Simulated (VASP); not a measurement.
# Cu (C2/m) in VASP: a series of runs

Runs on Cu. Level: PBEsol. Tasks: single point.

Everything below comes from runs of VASP 6.6.1. Logs are shortened: lines on timing, memory, paths and dates and some standing lists are left out, and cuts for length are marked.

## Step 1: The cell of the first run

It takes space group C2/m (No. 12, monoclinic). Conventional cell: a = 3.389 Å, b = 3.563 Å, c = 2.405 Å, α = 90.00°, β = 129.19°, γ = 90.00°. Within 3.2 Å of Cu (site symmetry 2/m) lie 12 Cu at 2.41 to 2.64 Å.

## Step 2: Single point, PBEsol (engineering shear strain xy -0.0933, strain +e along x and -e along y -0.0500)

The input, INCAR:

```
PREC     = Accurate       # precision mode
ENCUT    = 520            # plane-wave cutoff, eV
EDIFF    = 1E-7           # SCF threshold, eV
ISMEAR   = 0              # smearing method
SIGMA    = 0.15           # smearing width, eV
LREAL    = F              # projectors in reciprocal space
LASPH    = T              # aspherical terms in the spheres
NELM     = 100            # most SCF steps
ALGO     = Fast           # electronic algorithm
ISIF     = 2              # what is computed and relaxed
LWAVE    = F              # write WAVECAR
LCHARG   = T              # write CHGCAR
GGA      = PS             # functional
LELF     = T              # ELF
LVHAR    = T            
NBANDS   = 12             # bands
```

The input, KPOINTS:

```
regular mesh
0
Gamma
  22 22 22
```

The input, POSCAR:

```
Cu
1.0
   -0.0831136094      1.8707243280      1.7816422171
    1.6925601062     -0.0831136094      1.7816422171
    1.6094464968      1.7876107185      0.0000000000
Cu
1
Direct
    0.0000000000      0.0000000000      0.0000000000
```

Potentials or basis: VASP PAW PBE potentials, release 64 (Cu).

Started as:

```sh
> cat potpaw_PBE.64/Cu/POTCAR > POTCAR
> mpirun -np 1 vasp_std > vasp.out
```

OUTCAR:

```text
PREC = Accurate
   ENCUT = 520
   EDIFF = 1E-7
   ISMEAR = 0
   LREAL = F
   LASPH = T
   NELM = 100
   ISIF = 2
   GGA = PS

 ion  position               nearest neighbor table
   1  0.000  0.000  0.000-

  LATTYP: Found a base centered monoclinic cell.
 ALAT       =     3.3891990707
 B/A-ratio  =     1.0513647502
 C/A-ratio  =     0.7097203550
 COS(beta)  =    -0.6318468777

  Lattice vectors:

 A1 = (  -1.6925601062,   0.0831136094,  -1.7816422171)
 A2 = (  -1.6925601062,   0.0831136095,   1.7816422171)
 A3 = (   1.6094464968,   1.7876107185,   0.0000000000)

Analysis of symmetry for initial positions (statically):
=====================================================================
 Subroutine PRICEL returns:
 Original cell was already a primitive cell.

 Routine SETGRP: Setting up the symmetry group for a
 base centered monoclinic supercell.

 Subroutine GETGRP returns: Found  4 space group operations
 (whereof  4 operations were pure point group operations)
 out of a pool of  4 trial point group operations.

The static configuration has the point symmetry C_2h.

Analysis of symmetry for dynamics (positions and initial velocities):
=====================================================================
 Subroutine PRICEL returns:
 Original cell was already a primitive cell.

 Routine SETGRP: Setting up the symmetry group for a
 base centered monoclinic supercell.

 Subroutine GETGRP returns: Found  4 space group operations
 (whereof  4 operations were pure point group operations)
 out of a pool of  4 trial point group operations.

The dynamic configuration has the point symmetry C_2h.

 Subroutine INISYM returns: Found  4 space group operations
 (whereof  4 operations are pure point group operations),
 and found     1 'primitive' translations

----------------------------------------------------------------------------------------

                                     Primitive cell

  volume of cell :      11.2579

  direct lattice vectors                    reciprocal lattice vectors
    -0.083113609  1.870724328  1.781642217    -0.282903021  0.254707175  0.280639960
     1.692560106 -0.083113609  1.781642217     0.282903021 -0.254707175  0.280639960
     1.609446497  1.787610719  0.000000000     0.309209745  0.281013899 -0.280639960

  length of vectors
     2.584717852  2.458844561  2.405383568     0.472936202  0.472936202  0.503327195

  position of ions in fractional coordinates (direct lattice)
     0.000000000  0.000000000  0.000000000
[... 78 lines left out ...]
   EDIFFG = 0.1E-05   stopping-criterion for IOM
   NSW    =      0    number of steps for IOM
   IBRION =     -1    ionic relax: 0-MD 1-quasi-New 2-CG
   NFREE  =      0    steps in history (QN), initial steepest desc. (CG)
   ISIF   =      2    stress and relaxation
   ISYM   =      2    0-nonsym 1-usesym 2-fastsym
   POTIM  = 0.5000    time-step for ionic-motion
   TEBEG  =    0.0;   TEEND  =   0.0 temperature during run
   PSTRESS=    0.0 pullay stress
   NELECT =      11.0000    total number of electrons
   NUPDOWN=      -1.0000    fix difference up-down
   EMIN   =  10.00;   EMAX   =-10.00  energy-range for DOS
   EFERMI =   0.00;   METHOD = LEGACY
   ISMEAR =     0;   SIGMA  =   0.15  broadening in eV -4-tet -1-fermi 0-gaus
   EFERMI_NEDOS =   21; number of points for ismear=-14 and -15
   IALGO  =     68    algorithm
   IMIX   =      4    mixing-type and parameters
     AMIX     =   0.40;   BMIX     =  1.00
     AMIX_MAG =   1.60;   BMIX_MAG =  1.00
  volume/ion in A,a.u.               =      11.26        75.97
  Fermi-wavevector in a.u.,A,eV,Ry     =   1.624503  3.069865 35.905898  2.639009
  Thomas-Fermi vector in A             =   2.717779
   LORBIT       =      0    0 simple, 1 ext, 2 COOP (PROOUT), +10 PAW based schemes
   GGA     = PS    functional components
   LHFCALC =     F    Hartree Fock is set to
   AEXX    =    0.0000 exact exchange contribution
   IVDW    =     0    specifies the selected vdW correction
   LEPSILON=     F    determine dielectric tensor
   LRPA    =     F    only Hartree local field effects (RPA)
 non-spin polarized calculation
 RMM-DIIS sequential band-by-band and
 Gauss-broadening in eV      SIGMA  =   0.15
  energy-cutoff  :      520.00
  volume of cell :       11.26
 maximum number of plane-waves:       316
   NGX =  9   NGY =  9   NGZ =  9

 number of electron      11.0000005 magnetization

 Free energy of the ion-electron system (eV)
  ---------------------------------------------------
  ext. energy  EPLUGINS =         0.00000000
  ---------------------------------------------------
  free energy    TOTEN  =        -4.26958659 eV

  energy without entropy =       -4.26599868  energy(sigma->0) =       -4.26779263

 E-fermi :   8.0340     XC(G=0): -13.1856

 val. band max:        8.0338965875   @ k =   0.4091   0.5000   0.3182
 cond. band min:       8.0348780405   @ k =   0.1818  -0.3636   0.0909
 fundamental gap:      0.0009814531
 Fermi energy:         8.0339560572

 k-point     1 :       0.0000    0.0000    0.0000
  band No.  band energies     occupation
      1      -1.7505      2.00000
      2       4.4726      2.00000
      3       4.7148      2.00000
      4       5.2077      2.00000
      5       5.5541      2.00000
      6       5.9450      2.00000
      7      30.2559      0.00000
      8      31.7988      0.00000
      9      34.7010      0.00000
     10      34.9794      0.00000
     11      36.0481      0.00000
     12      36.4615      0.00000
[... 331 lines left out ...]
 k-point    24 :      -0.4545    0.0455    0.0000
  band No.  band energies     occupation
      1       2.5450      2.00000
      2       4.4593      2.00000
      3       5.1831      2.00000
      4       5.7662      2.00000
      5       6.3495      2.00000
      6       6.7649      2.00000
      7      11.6880      0.00000
      8      28.2510      0.00000
      9      29.9760      0.00000
     10      33.7520      0.00000
     11      34.9947      0.00000
     12      36.2129      0.00000

 [... further k-points ...]
[... 5 lines left out ...]
  --------------------------------------------------------------------------------------
  -------------------------------------------------------------------------------------
  Total        0.4440384      0.0258286      0.1714041      0.6048337      0.0000000     -0.0000000
  in kB       63.1939190      3.6758256     24.3935990     86.0777073      0.0000000     -0.0000000
  external PRESSURE =      30.4211145 kB  Pullay stress =       0.0000000 kB

 VOLUME and BASIS-vectors are now :
 -----------------------------------------------------------------------------
  energy-cutoff  :      520.00
  volume of cell :       11.26
      direct lattice vectors                 reciprocal lattice vectors
    -0.083113609  1.870724328  1.781642217    -0.282903021  0.254707175  0.280639960
     1.692560106 -0.083113609  1.781642217     0.282903021 -0.254707175  0.280639960
     1.609446497  1.787610719  0.000000000     0.309209745  0.281013899 -0.280639960

 POSITION                                       TOTAL-FORCE (eV/Angst)
 -----------------------------------------------------------------------------------
      0.00000      0.00000      0.00000         0.000000      0.000000      0.000000
 -----------------------------------------------------------------------------------
    total drift:                                0.000000     -0.000000      0.000000

  FREE ENERGIE OF THE ION-ELECTRON SYSTEM (eV)
  ---------------------------------------------------
  free  energy   TOTEN  =        -4.2695865882 eV

  energy  without entropy=       -4.2659986754  energy(sigma->0) =       -4.26779263
```

OSZICAR:

```text
N       E                     dE             d eps       ncg     rms          rms(c)
DAV:   1     0.418636310080E+02    0.41864E+02   -0.53936E+03 74892   0.156E+03
DAV:   2    -0.404185391955E+01   -0.45905E+02   -0.42365E+02 69268   0.207E+02
DAV:   3    -0.535591028474E+01   -0.13141E+01   -0.13024E+01 77644   0.398E+01
DAV:   4    -0.536377028748E+01   -0.78600E-02   -0.78590E-02 75484   0.272E+00
DAV:   5    -0.536384046707E+01   -0.70180E-04   -0.70179E-04 78956   0.261E-01    0.841E+00
RMM:   6    -0.465235410264E+01    0.71149E+00   -0.35311E+00 84053   0.349E+01    0.454E+00
RMM:   7    -0.428649566645E+01    0.36586E+00   -0.49213E-01 83452   0.126E+01    0.106E+00
RMM:   8    -0.427114809318E+01    0.15348E-01   -0.15568E-02 86248   0.133E+00    0.282E-01
RMM:   9    -0.426954183247E+01    0.16063E-02   -0.29308E-03 87796   0.100E+00    0.196E-02
RMM:  10    -0.426957762286E+01   -0.35790E-04   -0.45296E-04 87959   0.314E-01    0.189E-02
RMM:  11    -0.426958484470E+01   -0.72218E-05   -0.89632E-05 94321   0.106E-01    0.620E-03
RMM:  12    -0.426958625051E+01   -0.14058E-05   -0.12391E-05 95576   0.381E-02    0.982E-04
RMM:  13    -0.426958647726E+01   -0.22675E-06   -0.14020E-06 81070   0.106E-02    0.616E-04
RMM:  14    -0.426958659870E+01   -0.12144E-06   -0.23806E-07 66500   0.461E-03    0.107E-04
RMM:  15    -0.426958658816E+01    0.10546E-07   -0.31054E-08 54580   0.198E-03
   1 F= -.42695866E+01 E0= -.42677926E+01  d E =-.358791E-02
```

stdout:

```text
POSCAR found type information on POSCAR Cu
 POSCAR found :  1 types and       1 ions
 scaLAPACK will be used
 -----------------------------------------------------------------------------
|                                                                             |
|                                                                             |
|     You enforced a specific xc type in the INCAR file but a different       |
[... 29 lines left out ...]
WARNING in EDDRMM: call to ZHEGV failed, returncode =   6  3     10
WARNING in EDDRMM: call to ZHEGV failed, returncode =   6  3      9
WARNING in EDDRMM: call to ZHEGV failed, returncode =   6  3     10
WARNING in EDDRMM: call to ZHEGV failed, returncode =   6  3     10
WARNING in EDDRMM: call to ZHEGV failed, returncode =   6  3      7
WARNING in EDDRMM: call to ZHEGV failed, returncode =   6  3      9
WARNING in EDDRMM: call to ZHEGV failed, returncode =   6  3     11
```

It took 5.1 min on 1 thread of Intel Xeon Platinum 8488C (Sapphire Rapids), shared host; peak memory 0.46 GiB.

Results:

```yaml
Free_energy: -4.2696 eV
Pressure: 3.0 GPa
Band_gap_on_the_k_mesh: zero (an odd number of electrons rules out a gap without spin polarisation)
```

Stress tensor (GPa, compression positive):
```
6.32 8.61 0.00
8.61 0.37 0.00
0.00 0.00 2.44
```

Levels at points of the mesh, in eV from the Fermi level:
```
           k point  band 2  band 3  band 4  band 5  band 6  band 7  band 8  band 9
(0.00, 0.00, 0.00)   -3.56   -3.32   -2.83   -2.48   -2.09   22.22   23.76   26.67
(0.50, 0.00, 0.00)   -3.56   -2.86   -1.86   -1.64   -1.60    3.37   21.22   22.32
(0.50, 0.50, 0.00)   -4.70   -1.75   -1.72   -1.39    1.36    7.37   11.35   15.94
(0.00, 0.00, 0.50)   -3.59   -2.96   -1.82   -1.52   -0.71    4.70   18.55   22.59
(0.50, 0.00, 0.50)   -4.68   -1.74   -1.67   -1.48    0.42    6.19   14.70   14.72
(0.00, 0.50, 0.50)   -4.75   -1.87   -1.50   -1.46    2.65    8.88   12.19   12.31
```

Caveat: the cell differs from its parent crystal (engineering shear strain xy -0.0933, strain +e along x and -e along y -0.0500); the cell stands under pressure; the PAW data sets were made with another functional, which shifts forces and pressure a little.

(Continued in part 2 of 2.)
